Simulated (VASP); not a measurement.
# C in VASP: a series of runs

Runs on C. Level: LDA. Tasks: single point.

Everything below comes from runs of VASP 6.6.1. Logs are shortened: lines on timing, memory, paths and dates and some standing lists are left out, and cuts for length are marked.

**1. The cell of the first run**

The structure is cubic, space group Fd-3m (No. 227). The conventional cell has a = 3.532 Å, b = 3.532 Å, c = 3.532 Å, α = 90.00°, β = 90.00°, γ = 90.00°. C (site symmetry -43m) has 4 C at 1.53 Å within 2.0 Å.

**2. Single point, LDA**

The input, INCAR:

```
SYSTEM = C
ALGO = Normal ; EDIFF = 1E-6
ENCUT = 520 ; GGA = CA
ISIF = 2 ; ISMEAR = -1
LASPH = .True. ; LCHARG = .True.
LELF = .True. ; LREAL = .False.
LVHAR = .True. ; LWAVE = .False.
NBANDS = 11 ; NELM = 80
PREC = Accurate ; SIGMA = 0.1
```

The input, KPOINTS:

```
k-points
0
Gamma
  16 16 16
  0 0 0
```

The input, POSCAR:

```
C
1.0
    1.7658738580      1.7658738580      0.0000000000
   -1.7658738580      1.7658738580      0.0000000000
    0.0000000000      1.7658738580      1.7658738580
C
2
Direct
    0.5000000000      0.5000000000      0.0000000000
    0.7500000000      0.2500000000      0.5000000000
```

Potentials or basis: VASP PAW LDA potentials, release 64 (C).

Command:

```sh
$ cat potpaw_LDA.64/C/POTCAR > POTCAR
$ mpirun -np 1 vasp_std > vasp.out
```

OUTCAR:

```text
SYSTEM = C
   EDIFF = 1E-6
   ENCUT = 520
   GGA = CA
   ISIF = 2
   ISMEAR = -1
   LASPH = .True.
   LREAL = .False.
   NELM = 80
   PREC = Accurate

 ion  position               nearest neighbor table
   1  0.500  0.500  0.000-   2 1.53   2 1.53   2 1.53   2 1.53
   2  0.750  0.250  0.500-   1 1.53   1 1.53   1 1.53   1 1.53

  LATTYP: Found a face centered cubic cell.
 ALAT       =     3.5317477160

  Lattice vectors:

 A1 = (   0.0000000000,   1.7658738580,   1.7658738580)
 A2 = (   1.7658738580,   0.0000000000,   1.7658738580)
 A3 = (   1.7658738580,   1.7658738580,   0.0000000000)

Analysis of symmetry for initial positions (statically):
=====================================================================
 Subroutine PRICEL returns:
 Original cell was already a primitive cell.

 Routine SETGRP: Setting up the symmetry group for a
 face centered cubic supercell.

 Subroutine GETGRP returns: Found 48 space group operations
 (whereof 24 operations were pure point group operations)
 out of a pool of 48 trial point group operations.

The static configuration has the point symmetry T_d .
 The point group associated with its full space group is O_h .

Analysis of symmetry for dynamics (positions and initial velocities):
=====================================================================
 Subroutine PRICEL returns:
 Original cell was already a primitive cell.

 Routine SETGRP: Setting up the symmetry group for a
 face centered cubic supercell.

 Subroutine GETGRP returns: Found 48 space group operations
 (whereof 24 operations were pure point group operations)
 out of a pool of 48 trial point group operations.

The dynamic configuration has the point symmetry T_d .
 The point group associated with its full space group is O_h .

 Subroutine INISYM returns: Found 48 space group operations
 (whereof 24 operations are pure point group operations),
 and found     1 'primitive' translations

----------------------------------------------------------------------------------------

                                     Primitive cell

  volume of cell :      11.0131

  direct lattice vectors                    reciprocal lattice vectors
     1.765873858  1.765873858  0.000000000     0.283145932  0.283145932 -0.283145932
    -1.765873858  1.765873858  0.000000000    -0.283145932  0.283145932 -0.283145932
     0.000000000  1.765873858  1.765873858     0.000000000  0.000000000  0.566291865

  length of vectors
     2.497322759  2.497322759  2.497322759     0.490423141  0.490423141  0.566291865

  position of ions in fractional coordinates (direct lattice)
     0.500000000  0.500000000  0.000000000
     0.750000000  0.250000000  0.500000000

  ion indices of the primitive-cell ions
   primitive index   ion index
                 1           1
                 2           2

----------------------------------------------------------------------------------------

 KPOINTS: k-points

Automatic generation of k-mesh.
 Grid dimensions read from file:
 generate k-points for:   16   16   16

 Generating k-lattice:

  Cartesian coordinates                     Fractional coordinates (reciprocal lattice)
     0.017696621  0.017696621 -0.017696621     0.062500000  0.000000000  0.000000000
    -0.017696621  0.017696621 -0.017696621     0.000000000  0.062500000  0.000000000
     0.000000000  0.000000000  0.035393242     0.000000000  0.000000000  0.062500000

  Length of vectors
     0.030651446  0.030651446  0.035393242

  Shift w.r.t. Gamma in fractional coordinates (k-lattice)
     0.000000000  0.000000000  0.000000000

 Subroutine IBZKPT returns following result:
 ===========================================

 Found    145 irreducible k-points:

 Following reciprocal coordinates:
            Coordinates               Weight
  0.000000  0.000000  0.000000      1.000000
  0.062500  0.000000  0.000000      8.000000
  0.125000  0.000000  0.000000      8.000000
  0.187500  0.000000  0.000000      8.000000
  0.250000  0.000000  0.000000      8.000000
  0.312500  0.000000  0.000000      8.000000
[... 16 lines left out ...]
 -0.125000  0.062500  0.000000     24.000000
 -0.062500  0.062500  0.000000      6.000000
 [... further k-points ...]
   k-points           NKPTS =    145   k-points in BZ     NKDIM =    145   number of bands    NBANDS=     11
   number of dos      NEDOS =    301   number of ions     NIONS =      2
   total plane-waves  NPLWV =   8000
   dimension x,y,z NGX =    20 NGY =   20 NGZ =   20
   dimension x,y,z NGXF=    40 NGYF=   40 NGZF=   40
   ions per type =               2
   NGX,Y,Z   is equivalent  to a cutoff of  13.31, 13.31, 13.31 a.u.
   NGXF,Y,Z  is equivalent  to a cutoff of  26.63, 26.63, 26.63 a.u.
 SYSTEM =  C
   PREC   = accura    normal or accurate (medium, high low for compatibility)
   ISTART =      0    job   : 0-new  1-cont  2-samecut
   ICHARG =      2    charge: 1-file 2-atom 10-const
   ISPIN  =      1    spin polarized calculation?
   LNONCOLLINEAR =      F non collinear calculations
   LSORBIT =      F    spin-orbit coupling
   LASPH  =      T    aspherical Exc in radial PAW
   ENCUT  =  520.0 eV  38.22 Ry    6.18 a.u.   4.64  4.64  4.64*2*pi/ulx,y,z
   NELM   =     80;   NELMIN=  2; NELMDL= -5     # of ELM steps
   EDIFF  = 0.1E-05   stopping-criterion for ELM
   LREAL  =      F    real-space projection
   EDIFFG = 0.1E-04   stopping-criterion for IOM
   NSW    =      0    number of steps for IOM
   IBRION =     -1    ionic relax: 0-MD 1-quasi-New 2-CG
   NFREE  =      0    steps in history (QN), initial steepest desc. (CG)
   ISIF   =      2    stress and relaxation
   ISYM   =      2    0-nonsym 1-usesym 2-fastsym
   POTIM  = 0.5000    time-step for ionic-motion
   TEBEG  =    0.0;   TEEND  =   0.0 temperature during run
   PSTRESS=    0.0 pullay stress
   NELECT =       8.0000    total number of electrons
   NUPDOWN=      -1.0000    fix difference up-down
   EMIN   =  10.00;   EMAX   =-10.00  energy-range for DOS
   EFERMI =   0.00;   METHOD = LEGACY
   ISMEAR =    -1;   SIGMA  =   0.10  broadening in eV -4-tet -1-fermi 0-gaus
   EFERMI_NEDOS =   21; number of points for ismear=-14 and -15
   IALGO  =     38    algorithm
   IMIX   =      4    mixing-type and parameters
     AMIX     =   0.40;   BMIX     =  1.00
     AMIX_MAG =   1.60;   BMIX_MAG =  1.00
  volume/ion in A,a.u.               =       5.51        37.16
  Fermi-wavevector in a.u.,A,eV,Ry     =   1.471641  2.780998 29.466500  2.165727
  Thomas-Fermi vector in A             =   2.586752
   LORBIT       =      0    0 simple, 1 ext, 2 COOP (PROOUT), +10 PAW based schemes
   GGA     = CA    functional components
   LHFCALC =     F    Hartree Fock is set to
   AEXX    =    0.0000 exact exchange contribution
   IVDW    =     0    specifies the selected vdW correction
   LEPSILON=     F    determine dielectric tensor
   LRPA    =     F    only Hartree local field effects (RPA)
 non-spin polarized calculation
  energy-cutoff  :      520.00
  volume of cell :       11.01
 maximum number of plane-waves:       307
   NGX =  9   NGY =  9   NGZ =  9

 number of electron       7.9999998 magnetization

 Free energy of the ion-electron system (eV)
  ---------------------------------------------------
  ext. energy  EPLUGINS =         0.00000000
  ---------------------------------------------------
  free energy    TOTEN  =       -20.24522341 eV

  energy without entropy =      -20.24522341  energy(sigma->0) =      -20.24522341

 E-fermi :  12.0785     XC(G=0): -13.6432

 val. band max:       10.1613544566   @ k =   0.0000   0.0000   0.0000
 cond. band min:      14.3319136120   @ k =  -0.3750   0.3750   0.0000
 fundamental gap:      4.1705591554
 Fermi energy:        12.0784511921

 k-point     1 :       0.0000    0.0000    0.0000
  band No.  band energies     occupation
      1     -11.5555      2.00000
      2      10.1614      2.00000
      3      10.1614      2.00000
      4      10.1614      2.00000
      5      15.7872      0.00000
      6      15.7872      0.00000
      7      15.7872      0.00000
      8      24.3997      0.00000
      9      29.5572      0.00000
     10      37.1242      0.00000
     11      37.1242      0.00000

 k-point     2 :       0.0625    0.0000    0.0000
  band No.  band energies     occupation
      1     -11.4451      2.00000
      2       9.4190      2.00000
      3       9.9662      2.00000
      4       9.9662      2.00000
      5      16.0422      0.00000
      6      16.0422      0.00000
      7      16.2532      0.00000
      8      24.4614      0.00000
      9      29.7393      0.00000
     10      35.3678      0.00000
     11      35.3678      0.00000

 k-point     3 :       0.1250    0.0000    0.0000
  band No.  band energies     occupation
      1     -11.1148      2.00000
      2       7.7171      2.00000
      3       9.4898      2.00000
      4       9.4898      2.00000
      5      16.6682      0.00000
      6      16.6682      0.00000
      7      17.1563      0.00000
      8      24.6398      0.00000
      9      30.1904      0.00000
     10      33.8364      0.00000
     11      33.8364      0.00000

 k-point     4 :       0.1875    0.0000    0.0000
  band No.  band energies     occupation
      1     -10.5668      2.00000
      2       5.6512      2.00000
      3       8.9172      2.00000
      4       8.9172      2.00000
      5      17.4032      0.00000
      6      17.4032      0.00000
      7      17.9928      0.00000
      8      24.9130      0.00000
      9      30.6661      0.00000
     10      32.9224      0.00000
     11      32.9224      0.00000
[... 239 lines left out ...]
 k-point    22 :      -0.1875    0.0625    0.0000
  band No.  band energies     occupation
      1     -10.6760      2.00000
      2       6.3611      2.00000
      3       8.4069      2.00000
      4       9.1942      2.00000
      5      16.4269      0.00000
      6      18.0320      0.00000
      7      18.1592      0.00000
      8      24.5474      0.00000
      9      30.6731      0.00000
     10      31.5276      0.00000
     11      34.7818      0.00000

 k-point    23 :      -0.1250    0.0625    0.0000
  band No.  band energies     occupation
      1     -11.1514      2.00000
      2       8.2835      2.00000
      3       9.0124      2.00000
      4       9.6241      2.00000
      5      15.8479      0.00000
      6      17.2290      0.00000
      7      17.3017      0.00000
      8      24.4778      0.00000
      9      30.1819      0.00000
     10      32.3622      0.00000
     11      35.9223      0.00000

 k-point    24 :      -0.0625    0.0625    0.0000
  band No.  band energies     occupation
      1     -11.4083      2.00000
      2       9.5880      2.00000
      3       9.5880      2.00000
      4       9.8243      2.00000
      5      15.6763      0.00000
      6      16.4860      0.00000
      7      16.4860      0.00000
      8      24.4466      0.00000
      9      29.8047      0.00000
     10      33.8060      0.00000
     11      37.3108      0.00000

 [... further k-points ...]
[... 5 lines left out ...]
  --------------------------------------------------------------------------------------
  -------------------------------------------------------------------------------------
  Total        0.1111383      0.1111383      0.1111383      0.0000000      0.0000000      0.0000000
  in kB       16.1683320     16.1683320     16.1683320      0.0000000      0.0000000      0.0000000
  external PRESSURE =      16.1683320 kB  Pullay stress =       0.0000000 kB

 VOLUME and BASIS-vectors are now :
 -----------------------------------------------------------------------------
  energy-cutoff  :      520.00
  volume of cell :       11.01
      direct lattice vectors                 reciprocal lattice vectors
     1.765873858  1.765873858  0.000000000     0.283145932  0.283145932 -0.283145932
    -1.765873858  1.765873858  0.000000000    -0.283145932  0.283145932 -0.283145932
     0.000000000  1.765873858  1.765873858     0.000000000  0.000000000  0.566291865

 POSITION                                       TOTAL-FORCE (eV/Angst)
 -----------------------------------------------------------------------------------
      0.00000      1.76587      0.00000        -0.000000      0.000000      0.000000
      0.88294      2.64881      0.88294         0.000000     -0.000000      0.000000
 -----------------------------------------------------------------------------------
    total drift:                                0.000000     -0.000000      0.000000

  FREE ENERGIE OF THE ION-ELECTRON SYSTEM (eV)
  ---------------------------------------------------
  free  energy   TOTEN  =       -20.2452234146 eV

  energy  without entropy=      -20.2452234146  energy(sigma->0) =      -20.24522341
```

Run time: 17 s. Hardware: 1 thread of Intel Xeon 8259CL, shared host; peak memory 0.12 GiB.

Results:

| Quantity | Value |
| --- | --- |
| Free energy | -20.2452 eV |
| Pressure | 1.6 GPa |
| Band gap on the k mesh | 4.17 eV, indirect (least direct gap 5.63 eV) |

Levels at points of the mesh, in eV from the valence-band top:
```
           k point  band 1  band 2  band 3  band 4  band 5  band 6  band 7  band 8
(0.00, 0.00, 0.00)  -21.72    0.00    0.00    0.00    5.63    5.63    5.63   14.24
(0.50, 0.00, 0.00)  -15.70  -13.69   -2.87   -2.87    8.51    8.51    9.42   15.67
(0.50, 0.50, 0.00)  -12.82  -12.82   -6.47   -6.47    4.77    4.77   17.08   17.08
```

A k mesh can miss the band edges.

**3. Single point, LDA (in-plane strain -0.02, then relaxed in part)**

The input, INCAR:

```
SYSTEM = C
  ALGO = Normal
  EDIFF = 1E-6
  ENCUT = 520
  GGA = CA
  ISIF = 2
  ISMEAR = 0
  LASPH = .True.
  LCHARG = .True.
  LELF = .True.
  LREAL = .False.
  LVHAR = .True.
  LWAVE = .False.
  NBANDS = 11
  NELM = 100
  PREC = Accurate
  SIGMA = 0.01
```

The input, KPOINTS:

```
k-points
0
Gamma
  12 12 12
  0 0 0
```

The input, POSCAR:

```
C
1.0
    1.7305563808      1.7305563808      0.0000000000
   -1.7305563808      1.7305563808      0.0000000000
    0.0000000000      1.7305563808      1.7755241494
C
2
Direct
    0.5000000000      0.5000000000      0.0000000000
    0.7500000000      0.2500000000      0.5000000000
```

Potentials or basis: VASP PAW LDA potentials, release 64 (C).

Command:

```sh
$ cat potpaw_LDA.64/C/POTCAR > POTCAR
$ mpirun -np 1 vasp_std > vasp.out
```

Run time: 19 s. Hardware: 1 thread of Intel Xeon 8259CL, shared host; peak memory 0.12 GiB.

Results (log left out):

| Property | Result |
| --- | --- |
| Free energy | -20.2057 eV |
| Pressure | 19.2 GPa |
| Band gap on the k mesh | 3.95 eV, indirect (least direct gap 5.49 eV) |

Stress tensor (GPa, compression positive):
```
27.90  0.00  0.00
 0.00 27.90  0.00
 0.00  0.00  1.85
```

Levels at points of the mesh, in eV from the valence-band top:
```tsv
k point	band 1	band 2	band 3	band 4	band 5	band 6	band 7	band 8
(0.00, 0.00, 0.00)	-22.34	-0.42	0.00	0.00	5.49	5.49	5.81	14.91
(0.50, 0.00, 0.00)	-16.11	-14.23	-3.34	-2.85	8.23	8.64	9.94	15.86
(0.50, 0.50, 0.00)	-13.07	-13.07	-6.96	-6.96	4.51	4.51	17.49	17.49
(0.00, 0.00, 0.50)	-13.50	-13.50	-6.55	-6.55	5.13	5.13	17.39	17.39
```

Caveat: the cell differs from its parent crystal (in-plane strain -0.02, then relaxed in part). A k mesh can miss the band edges.
